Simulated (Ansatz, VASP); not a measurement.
# Two plane-wave programs on P

```
P
1.0
    -1.73918    2.58605    1.75843
     1.73918   -2.58605    1.75843
     1.73918    2.58605   -1.75843
P
2
Cartesian
  0.0000 3.8791 0.1875
  1.7392 -1.2930 1.5709
```

Alike in both runs: task single point; functional PBEsol; dispersion D3(BJ); k mesh 20 × 20 × 20; occupations gaussian, width 0.15 eV; no spin polarisation.

|  | VASP | Ansatz |
| --- | --- | --- |
| version | VASP 6.6.1 | Ansatz 0.2.0 |
| potentials or method | VASP PAW PBE potentials, release 64 (P), cutoff 520 eV | scalar-relativistic, plane waves, PAW |
| valence electrons in the cell | 10 | 10 |

Ansatz gave:

* gap on the k mesh at the Fermi level (eV): none
* pressure (GPa): -5.1
* traceless stress, the component that is largest in VASP (GPa): 8.74
* rms of the force components (eV/Å): 0.466

Estimate VASP's values.

gap on the k mesh at the Fermi level (eV): none; pressure (GPa): -5.1; traceless stress, the component that is largest in VASP (GPa): 8.81; rms of the force components (eV/Å): 0.447.

VASP's potentials were made for PBE, not for PBEsol. Atom by atom the forces differ by 0.019 eV/Å (rms over components). A gap of «none» marks a metal or a gap that the smearing closes.
